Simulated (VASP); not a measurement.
Ti: single point with PBEsol+D3(BJ)

The system is Ti.

```
CELL_PARAMETERS angstrom
-1.57519 1.57519 1.57519
1.57519 -1.57519 1.57519
1.57519 1.57519 -1.57519
ATOMIC_POSITIONS crystal
Ti 0.00000 0.00000 0.00000
```

| Property | Result |
| --- | --- |
| Program | VASP 6.6.1 |
| Task | single point |
| Functional | PBEsol |
| Dispersion | D3(BJ) |
| Potentials or basis | VASP PAW PBE potentials, release 64 (Ti_sv) |
| Cutoff | 520 eV |
| k mesh | 11 × 11 × 11 |
| Occupations | fermi-dirac, width 0.05 eV |
| Spin | no spin polarisation |
| Dipole correction | no |
| Further INCAR settings | ALGO = Normal; EDIFF = 1e-07; NBANDS = 12 |

The pressure is -0.3 GPa, the band gap on the k mesh is zero (band 6 reaches 10.19 eV, above the bottom of band 7 at 8.39 eV) and the dispersion energy per atom is -0.667 eV.

Levels at points of the mesh, in eV from the Fermi level:
| k point | band 4 | band 5 | band 6 | band 7 | band 8 | band 9 |
| --- | --- | --- | --- | --- | --- | --- |
| (0.00, 0.00, 0.00) | -31.88 | -6.14 | 1.10 | 1.10 | 1.10 | 3.11 |

Run time: 12 s on 1 thread of Intel Xeon 8259CL, on a shared host, peak memory 0.14 GiB.

Caveat: the PAW data sets were made with another functional, which shifts forces and pressure a little; pairwise dispersion overbinds metals, which lowers pressure and volume.
